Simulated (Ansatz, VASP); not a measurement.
This is a calculation of TiTe2 for VASP 6.6.1.

POSCAR

```
TiTe2
1.0
    3.8020139740      0.0000000000      0.0000000000
   -1.9010069870      3.2926406870      0.0000000000
    0.0000000000      0.0000000000      6.5410343667
Te Ti
2 1
Direct
    0.3333333333      0.6666666667      0.7372000000
    0.6666666667      0.3333333333      0.2628000000
    0.0000000000      0.0000000000      0.0000000000
```

File INCAR.step1:

```
SYSTEM = TiTe2
  PREC = Accurate
  ENCUT = 520
  ISMEAR = -1
  SIGMA = 0.05
  LREAL = .False.
  LASPH = .True.
  NELM = 80
  NBANDS = 19
  GGA = PE
  ALGO = Normal
  EDIFF = 1E-4
  LWAVE = .True.
  LCHARG = .False.
```

INCAR.step2

```
SYSTEM = TiTe2
  PREC = Accurate
  ENCUT = 520
  EDIFF = 1E-6
  ISMEAR = -1
  SIGMA = 0.05
  LREAL = .False.
  LASPH = .True.
  NELM = 80
  ALGO = Normal
  ISIF = 2
  LWAVE = .False.
  LCHARG = .False.
  METAGGA = R2SCAN
  LMIXTAU = .True.
  NBANDS = 19
  ISTART = 1
```

Contents of KPOINTS:

```
Automatic mesh
0
Gamma
  8 8 4
  0 0 0
```

Potentials or basis: VASP PAW PBE potentials, release 64 (Te, Ti_sv).

Command:

```bash
$ cat potpaw_PBE.64/Te/POTCAR potpaw_PBE.64/Ti_sv/POTCAR > POTCAR
$ cp INCAR.step1 INCAR
$ mpirun -np 1 vasp_std > vasp.out
$ cp INCAR.step2 INCAR
$ mpirun -np 1 vasp_std > vasp.out
```

Task: Translate it to Ansatz 0.2.0. Potentials there: Ansatz PAW.

Result: As run (the cutoff follows the program's own potentials):

The input input.yaml:

```yaml
crystal:
  lattice:
    - [3.802013974, 0.0, 0.0]
    - [-1.901006987, 3.292640687, 0.0]
    - [0.0, 0.0, 6.5410343667]
  atoms:
    - { symbol: Te, position: [0.3333333333, 0.6666666667, 0.7372] }
    - { symbol: Te, position: [0.6666666667, 0.3333333333, 0.2628] }
    - { symbol: Ti, position: [0.0, 0.0, 0.0] }
hamiltonian:
  xc: r2scan
  pseudopotentials: { kind: paw }
kpoints:
  mp_grid: { grid: [8, 8, 4] }
scf:
  occupations: { method: fermi_dirac, width: 0.05 }
output:
  forces: true
  stress: true
  eigenvalues: true
```

Potentials or basis: Ansatz PAW.

Launch:

```sh
$ ansatz run input.yaml --threads 2 --pin off --max-ram 5632MiB --backend cpu --events-out ev --progress --plain --runs-dir out
```

Both were run:

|  | VASP | Ansatz | Ansatz less VASP |
| --- | --- | --- | --- |
| gap on the k mesh at the Fermi level (eV) | none | none | - |
| pressure (GPa) | -0.3 | -0.4 | -0.10 |
| traceless stress, the component that is largest in VASP (GPa) | -0.54 | -0.52 | +0.022 |
| rms of the force components (eV/Å) | 0.172 | 0.180 | +0.0085 |

VASP's potentials were made for PBE, not for r2SCAN. Atom by atom the forces differ by 0.008 eV/Å (rms over components). A gap of «none» marks a metal or a gap that the smearing closes. VASP's potentials hold 24 valence electrons a cell and Ansatz's 44, so a difference there can come from the potentials and not from the codes.

Neither program's run includes spin-orbit coupling.
